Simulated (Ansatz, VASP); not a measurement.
**O in VASP and in Ansatz**

```
O
1.0
     0.00000    2.09340    3.32240
     1.46843    0.00000    3.32240
     1.46843    2.09340    0.00000
O
2
Direct
  0.08710 0.08710 0.91290
  0.91290 0.91290 0.08710
```

Change from the starting cell: volume scaled by 0.98.

Alike in both runs: task single point; functional PBE; k mesh 12 × 12 × 12; occupations fermi-dirac, width 0.01 eV; no spin polarisation.

|  | VASP | Ansatz |
| --- | --- | --- |
| version | VASP 6.6.1 | Ansatz 0.2.0 |
| potentials or method | VASP PAW PBE potentials, release 64 (O), cutoff 520 eV | all-electron LAPW, scalar-relativistic |

Ansatz gave:

| Quantity | Value |
| --- | --- |
| pressure (GPa) | 16.2 |
| traceless stress, the component that is largest in VASP (GPa) | 37.88 |
| rms of the force components (eV/Å) | 2.660 |

Q: Estimate VASP's values.

A: Pressure (GPa): 21.8; traceless stress, the component that is largest in VASP (GPa): 50.00; rms of the force components (eV/Å): 3.834.

Atom by atom the forces differ by 1.174 eV/Å (rms over components). Ansatz ran all-electron here, and VASP with PAW potentials.

Noted on VASP's run: the standard files for N, O and F lose accuracy on very short bonds; spin is off for a triplet molecule.
